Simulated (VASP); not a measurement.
# VCo (Pm-3m) in VASP: single point with LDA

Aim: the single point of VCo with LDA.

Everything below comes from runs of VASP 6.6.1. Logs are shortened: lines on timing, memory, paths and dates and some standing lists are left out, and cuts for length are marked.

## Step 1: The cell of the first run

Symmetry: Pm-3m, No. 221, cubic system. The conventional cell has a = 2.890 Å, b = 2.890 Å, c = 2.890 Å, α = 90.00°, β = 90.00°, γ = 90.00°. Within 3.3 Å of V (site symmetry m-3m) lie 8 Co at 2.50 Å and 6 V at 2.89 Å. Within 3.3 Å of Co (site symmetry m-3m) lie 8 V at 2.50 Å and 6 Co at 2.89 Å.

## Step 2: Single point, LDA, collinear spin, ferromagnetic start

Contents of INCAR:

```
SYSTEM = VCo
ALGO = Normal
EDIFF = 1E-6
ENCUT = 690
GGA = CA
GGA_COMPAT = .FALSE.
ISIF = 2
ISMEAR = -1
ISPIN = 2
LASPH = .TRUE.
LCHARG = .FALSE.
LMAXMIX = 4
LORBIT = 11
LREAL = .FALSE.
LWAVE = .FALSE.
MAGMOM = 1.5 2.5
NBANDS = 26
NELM = 200
PREC = Accurate
SIGMA = 0.1
```

Contents of KPOINTS:

```
k-points
0
G
  10 10 10
  0 0 0
```

Contents of POSCAR:

```
VCo
1.0
    2.8904280000      0.0000000000      0.0000000000
    0.0000000000      2.8904280000      0.0000000000
    0.0000000000      0.0000000000      2.8904280000
V Co
1 1
Direct
    0.0000000000      0.0000000000      0.0000000000
    0.5000000000      0.5000000000      0.5000000000
```

Potentials or basis: VASP PAW LDA potentials, release 64 (V_sv, Co_sv).

The run is started by

```console
cat potpaw_LDA.64/V_sv/POTCAR potpaw_LDA.64/Co_sv/POTCAR > POTCAR
mpirun -np 1 vasp_std > vasp.out
```

OUTCAR:

```text
SYSTEM = VCo
   EDIFF = 1E-6
   ENCUT = 690
   GGA = CA
   ISIF = 2
   ISMEAR = -1
   ISPIN = 2
   LASPH = .TRUE.
   LORBIT = 11
   LREAL = .FALSE.
   NELM = 200
   PREC = Accurate

 ion  position               nearest neighbor table
   1  0.000  0.000  0.000-   2 2.50   2 2.50   2 2.50   2 2.50   2 2.50   2 2.50   2 2.50   2 2.50

   2  0.500  0.500  0.500-   1 2.50   1 2.50   1 2.50   1 2.50   1 2.50   1 2.50   1 2.50   1 2.50

  LATTYP: Found a simple cubic cell.
 ALAT       =     2.8904280000

  Lattice vectors:

 A1 = (   2.8904280000,   0.0000000000,   0.0000000000)
 A2 = (   0.0000000000,   2.8904280000,   0.0000000000)
 A3 = (   0.0000000000,   0.0000000000,   2.8904280000)

Analysis of symmetry for initial positions (statically):
=====================================================================
 Subroutine PRICEL returns:
 Original cell was already a primitive cell.

 Routine SETGRP: Setting up the symmetry group for a
 simple cubic supercell.

 Subroutine GETGRP returns: Found 48 space group operations
 (whereof 48 operations were pure point group operations)
 out of a pool of 48 trial point group operations.

The static configuration has the point symmetry O_h .

Analysis of symmetry for dynamics (positions and initial velocities):
=====================================================================
 Subroutine PRICEL returns:
 Original cell was already a primitive cell.

 Routine SETGRP: Setting up the symmetry group for a
 simple cubic supercell.

 Subroutine GETGRP returns: Found 48 space group operations
 (whereof 48 operations were pure point group operations)
 out of a pool of 48 trial point group operations.

The dynamic configuration has the point symmetry O_h .

Analysis of structural, dynamic, and magnetic symmetry:
=====================================================================
 Subroutine PRICEL returns:
 Original cell was already a primitive cell.

 Routine SETGRP: Setting up the symmetry group for a
 simple cubic supercell.

 Subroutine GETGRP returns: Found 48 space group operations
 (whereof 48 operations were pure point group operations)
 out of a pool of 48 trial point group operations.

The overall configuration has the point symmetry O_h .

 Subroutine INISYM returns: Found 48 space group operations
 (whereof 48 operations are pure point group operations),
 and found     1 'primitive' translations

----------------------------------------------------------------------------------------

                                     Primitive cell

  volume of cell :      24.1483

  direct lattice vectors                    reciprocal lattice vectors
     2.890428000  0.000000000  0.000000000     0.345969524  0.000000000  0.000000000
     0.000000000  2.890428000  0.000000000     0.000000000  0.345969524  0.000000000
     0.000000000  0.000000000  2.890428000     0.000000000  0.000000000  0.345969524

  length of vectors
     2.890428000  2.890428000  2.890428000     0.345969524  0.345969524  0.345969524

  position of ions in fractional coordinates (direct lattice)
     0.000000000  0.000000000  0.000000000
     0.500000000  0.500000000  0.500000000

  ion indices of the primitive-cell ions
   primitive index   ion index
                 1           1
                 2           2

----------------------------------------------------------------------------------------

 KPOINTS: k-points

Automatic generation of k-mesh.
 Grid dimensions read from file:
 generate k-points for:   10   10   10

 Generating k-lattice:

  Cartesian coordinates                     Fractional coordinates (reciprocal lattice)
     0.034596952  0.000000000  0.000000000     0.100000000  0.000000000  0.000000000
     0.000000000  0.034596952  0.000000000     0.000000000  0.100000000  0.000000000
     0.000000000  0.000000000  0.034596952     0.000000000  0.000000000  0.100000000

  Length of vectors
     0.034596952  0.034596952  0.034596952

  Shift w.r.t. Gamma in fractional coordinates (k-lattice)
     0.000000000  0.000000000  0.000000000

 Subroutine IBZKPT returns following result:
 ===========================================

 Found     56 irreducible k-points:

 Following reciprocal coordinates:
            Coordinates               Weight
  0.000000  0.000000  0.000000      1.000000
  0.100000  0.000000  0.000000      6.000000
  0.200000  0.000000  0.000000      6.000000
  0.300000  0.000000  0.000000      6.000000
  0.400000  0.000000  0.000000      6.000000
  0.500000  0.000000  0.000000      3.000000
[... 16 lines left out ...]
  0.200000  0.100000  0.100000     24.000000
  0.300000  0.100000  0.100000     24.000000
 [... further k-points ...]
   k-points           NKPTS =     56   k-points in BZ     NKDIM =     56   number of bands    NBANDS=     26
   number of dos      NEDOS =    301   number of ions     NIONS =      2
   total plane-waves  NPLWV =  21952
   dimension x,y,z NGX =    28 NGY =   28 NGZ =   28
   dimension x,y,z NGXF=    56 NGYF=   56 NGZF=   56
   ions per type =               1   1
   NGX,Y,Z   is equivalent  to a cutoff of  16.10, 16.10, 16.10 a.u.
   NGXF,Y,Z  is equivalent  to a cutoff of  32.21, 32.21, 32.21 a.u.
 SYSTEM =  VCo
   PREC   = accura    normal or accurate (medium, high low for compatibility)
   ISTART =      0    job   : 0-new  1-cont  2-samecut
   ICHARG =      2    charge: 1-file 2-atom 10-const
   ISPIN  =      2    spin polarized calculation?
   LNONCOLLINEAR =      F non collinear calculations
   LSORBIT =      F    spin-orbit coupling
   LASPH  =      T    aspherical Exc in radial PAW
   ENCUT  =  690.0 eV  50.71 Ry    7.12 a.u.   6.19  6.19  6.19*2*pi/ulx,y,z
   NELM   =    200;   NELMIN=  2; NELMDL= -5     # of ELM steps
   EDIFF  = 0.1E-05   stopping-criterion for ELM
   LREAL  =      F    real-space projection
   EDIFFG = 0.1E-04   stopping-criterion for IOM
   NSW    =      0    number of steps for IOM
   IBRION =     -1    ionic relax: 0-MD 1-quasi-New 2-CG
   NFREE  =      0    steps in history (QN), initial steepest desc. (CG)
   ISIF   =      2    stress and relaxation
   ISYM   =      2    0-nonsym 1-usesym 2-fastsym
   POTIM  = 0.5000    time-step for ionic-motion
   TEBEG  =    0.0;   TEEND  =   0.0 temperature during run
   PSTRESS=    0.0 pullay stress
   NELECT =      30.0000    total number of electrons
   NUPDOWN=      -1.0000    fix difference up-down
   EMIN   =  10.00;   EMAX   =-10.00  energy-range for DOS
   EFERMI =   0.00;   METHOD = LEGACY
   ISMEAR =    -1;   SIGMA  =   0.10  broadening in eV -4-tet -1-fermi 0-gaus
   EFERMI_NEDOS =   21; number of points for ismear=-14 and -15
   IALGO  =     38    algorithm
   IMIX   =      4    mixing-type and parameters
     AMIX     =   0.40;   BMIX     =  1.00
     AMIX_MAG =   1.60;   BMIX_MAG =  1.00
  volume/ion in A,a.u.               =      12.07        81.48
  Fermi-wavevector in a.u.,A,eV,Ry     =   1.759894  3.325717 42.140314  3.097226
  Thomas-Fermi vector in A             =   2.828767
   LORBIT       =     11    0 simple, 1 ext, 2 COOP (PROOUT), +10 PAW based schemes
   GGA     = CA    functional components
   LHFCALC =     F    Hartree Fock is set to
   AEXX    =    0.0000 exact exchange contribution
   IVDW    =     0    specifies the selected vdW correction
   LEPSILON=     F    determine dielectric tensor
   LRPA    =     F    only Hartree local field effects (RPA)
 spin polarized calculation
  energy-cutoff  :      690.00
  volume of cell :       24.15
 maximum number of plane-waves:      1021
 NGX is ok and might be reduce to    28
   NGX = 13   NGY = 13   NGZ = 13

 number of electron      29.9999998 magnetization       1.4950068

 Free energy of the ion-electron system (eV)
  ---------------------------------------------------
  ext. energy  EPLUGINS =         0.00000000
  ---------------------------------------------------
  free energy    TOTEN  =       -18.22175943 eV

  energy without entropy =      -18.10692345  energy(sigma->0) =      -18.16434144

 E-fermi :  10.9844     XC(G=0): -13.7648

 val. band max:       10.9839091605   @ k =   0.0000   0.0000   0.0000
 cond. band min:      10.9907620055   @ k =   0.3000   0.1000   0.0000
 fundamental gap:      0.0068528450
 Fermi energy:        10.9844411546

 spin component 1

 k-point     1 :       0.0000    0.0000    0.0000
  band No.  band energies     occupation
      1     -83.7214      1.00000
      2     -52.9609      1.00000
      3     -47.5427      1.00000
      4     -47.5427      1.00000
      5     -47.5427      1.00000
      6     -27.0917      1.00000
[... 18 lines left out ...]
     25      31.5333      0.00000
     26      33.2903      0.00000

 k-point     2 :       0.1000    0.0000    0.0000
  band No.  band energies     occupation
      1     -83.7212      1.00000
      2     -52.9589      1.00000
      3     -47.5450      1.00000
      4     -47.5421      1.00000
      5     -47.5421      1.00000
      6     -27.1159      1.00000
[... 18 lines left out ...]
     25      32.1828      0.00000
     26      32.5972      0.00000

 k-point     3 :       0.2000    0.0000    0.0000
  band No.  band energies     occupation
      1     -83.7205      1.00000
      2     -52.9535      1.00000
      3     -47.5520      1.00000
      4     -47.5411      1.00000
      5     -47.5411      1.00000
      6     -27.1789      1.00000
[... 572 lines left out ...]
 k-point    23 :       0.2000    0.1000    0.1000
  band No.  band energies     occupation
      1     -83.7200      1.00000
      2     -52.9489      1.00000
      3     -47.5521      1.00000
      4     -47.5441      1.00000
      5     -47.5432      1.00000
      6     -27.1745      1.00000
[... 18 lines left out ...]
     25      30.3891      0.00000
     26      31.1997      0.00000

 k-point    24 :       0.3000    0.1000    0.1000
  band No.  band energies     occupation
      1     -83.7193      1.00000
      2     -52.9419      1.00000
      3     -47.5611      1.00000
      4     -47.5430      1.00000
      5     -47.5426      1.00000
      6     -27.2503      1.00000
[... 18 lines left out ...]
     25      29.5804      0.00000
     26      30.0448      0.00000

 [... further k-points ...]

 spin component 2

 k-point     1 :       0.0000    0.0000    0.0000
  band No.  band energies     occupation
      1     -82.6756      1.00000
      2     -52.4793      1.00000
      3     -46.5307      1.00000
      4     -46.5307      1.00000
      5     -46.5307      1.00000
      6     -26.6216      1.00000
[... 18 lines left out ...]
     25      31.8746      0.00000
     26      33.4145      0.00000

 k-point     2 :       0.1000    0.0000    0.0000
  band No.  band energies     occupation
      1     -82.6754      1.00000
      2     -52.4771      1.00000
      3     -46.5333      1.00000
      4     -46.5301      1.00000
      5     -46.5301      1.00000
      6     -26.6462      1.00000
[... 18 lines left out ...]
     25      32.5210      0.00000
     26      32.7488      0.00000

 k-point     3 :       0.2000    0.0000    0.0000
  band No.  band energies     occupation
      1     -82.6747      1.00000
      2     -52.4717      1.00000
      3     -46.5407      1.00000
      4     -46.5291      1.00000
      5     -46.5291      1.00000
      6     -26.7105      1.00000
[... 572 lines left out ...]
 k-point    23 :       0.2000    0.1000    0.1000
  band No.  band energies     occupation
      1     -82.6742      1.00000
      2     -52.4669      1.00000
      3     -46.5408      1.00000
      4     -46.5323      1.00000
      5     -46.5313      1.00000
      6     -26.7061      1.00000
[... 18 lines left out ...]
     25      30.6251      0.00000
     26      31.4201      0.00000

 k-point    24 :       0.3000    0.1000    0.1000
  band No.  band energies     occupation
      1     -82.6734      1.00000
      2     -52.4598      1.00000
      3     -46.5504      1.00000
      4     -46.5311      1.00000
      5     -46.5307      1.00000
      6     -26.7833      1.00000
[... 18 lines left out ...]
     25      29.8328      0.00000
     26      30.3330      0.00000

 [... further k-points ...]
[... 5 lines left out ...]
  --------------------------------------------------------------------------------------
  -------------------------------------------------------------------------------------
  Total       -2.2994473     -2.2994473     -2.2994473     -0.0000000     -0.0000000     -0.0000000
  in kB     -152.5624201   -152.5624201   -152.5624201     -0.0000000     -0.0000000     -0.0000000
  external PRESSURE =    -152.5624201 kB  Pullay stress =       0.0000000 kB

 VOLUME and BASIS-vectors are now :
 -----------------------------------------------------------------------------
  energy-cutoff  :      690.00
  volume of cell :       24.15
      direct lattice vectors                 reciprocal lattice vectors
     2.890428000  0.000000000  0.000000000     0.345969524  0.000000000  0.000000000
     0.000000000  2.890428000  0.000000000     0.000000000  0.345969524  0.000000000
     0.000000000  0.000000000  2.890428000     0.000000000  0.000000000  0.345969524

 POSITION                                       TOTAL-FORCE (eV/Angst)
 -----------------------------------------------------------------------------------
      0.00000      0.00000      0.00000         0.000000      0.000000      0.000000
      1.44521      1.44521      1.44521         0.000000      0.000000      0.000000
 -----------------------------------------------------------------------------------
    total drift:                                0.000000      0.000000      0.000000

  FREE ENERGIE OF THE ION-ELECTRON SYSTEM (eV)
  ---------------------------------------------------
  free  energy   TOTEN  =       -18.2217594329 eV

  energy  without entropy=      -18.1069234501  energy(sigma->0) =      -18.16434144

 total charge

# of ion       s       p       d       tot
------------------------------------------
    1        2.324   6.244   3.016  11.584
    2        2.275   6.119   6.737  15.130
--------------------------------------------------
tot          4.599  12.363   9.752  26.715

 magnetization (x)

# of ion       s       p       d       tot
------------------------------------------
    1        0.000  -0.001   0.508   0.507
    2        0.011   0.007   0.908   0.927
--------------------------------------------------
tot          0.012   0.006   1.416   1.434
```

Run time: 75 s. Hardware: 1 thread of Intel Xeon 6975P-C (Granite Rapids), shared host; peak memory 0.21 GiB.

What came out:

| Property | Result |
| --- | --- |
| Free energy | -18.2218 eV |
| Pressure | -15.3 GPa |
| Net moment | 1.50 μB per cell |
| Site moments | V +0.51; Co +0.93 μB |
| Valence electrons inside the program's atomic spheres | V 11.58; Co 15.13 |

Caveat: the cell stands under tension.
